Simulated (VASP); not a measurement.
Runs of VASP 6.6.1 on BP. The structure is that of space group F-43m (No. 216), or close to it. The cells are those of the table. 

| task | level | cell | k mesh | cutoff (eV) | smearing | grid for exact exchange (PRECFOCK) | share of exact exchange | screening parameter | gap on the mesh (eV) | pressure (GPa) | relaxed volume (Å³/atom) |
| --- | --- | --- | --- | --- | --- | --- | --- | --- | --- | --- | --- |
| relaxation of cell and atoms | r2SCAN | relaxed from a = 3.216 Å, angles 60.0°, 2 atoms | 8 × 8 × 8 | 600 | fermi-dirac 0.02 eV | - | - | - | (a) | 0.0 | 11.64 |
| single point | HSE06 | a = 3.208 Å, angles 60.0°, 2 atoms | 6 × 6 × 6 | 520 | gaussian 0.01 eV | Normal | 0.25 | 0.2079 1/Å | (b) | -1.9 | - |
| single point | r2SCANh | a = 3.208 Å, angles 60.0°, 2 atoms | 6 × 6 × 6 | 520 | gaussian 0.01 eV | Normal | 0.1 | - | 2.07 | -1.3 | - |
| dielectric tensor | r2SCAN | a = 3.208 Å, angles 60.0°, 2 atoms | 8 × 8 × 8 | 520 | gaussian 0.01 eV | - | - | - | 1.48 | - | - |
| single point | HSE06 | a = 3.200 Å, angles 60.0°, 2 atoms | 6 × 6 × 6 | 520 | fermi-dirac 0.02 eV | Normal | 0.25 | 0.2079 1/Å | 2.04 | -0.6 | - |
| single point | HF | a = 3.208 Å, angles 60.0°, 2 atoms | 6 × 6 × 6 | 520 | gaussian 0.01 eV | Normal | 1 | - | 8.09 | 3.9 | - |
| single point | PBE0 | a = 3.208 Å, angles 60.0°, 2 atoms | 6 × 6 × 6 | 520 | gaussian 0.01 eV | Normal | 0.25 | - | 2.79 | -2.0 | - |
| relaxation of cell and atoms | HSE06 | relaxed from a = 3.208 Å, angles 60.0°, 2 atoms | 6 × 6 × 6 | 600 | fermi-dirac 0.02 eV | Normal | 0.25 | 0.2079 1/Å | 2.04 | 0.0 | 11.54 |

Alike in all rows: potentials or basis VASP PAW PBE potentials, release 64 (B, P); no spin polarisation.

Question: Estimate the missing entries.

Answer: (a) 1.47; (b) 2.06.

Caveats: the PAW data sets were made with another functional, which shifts forces and pressure a little; the cell stands under pressure (at least some runs).

A k mesh can miss the band edges.
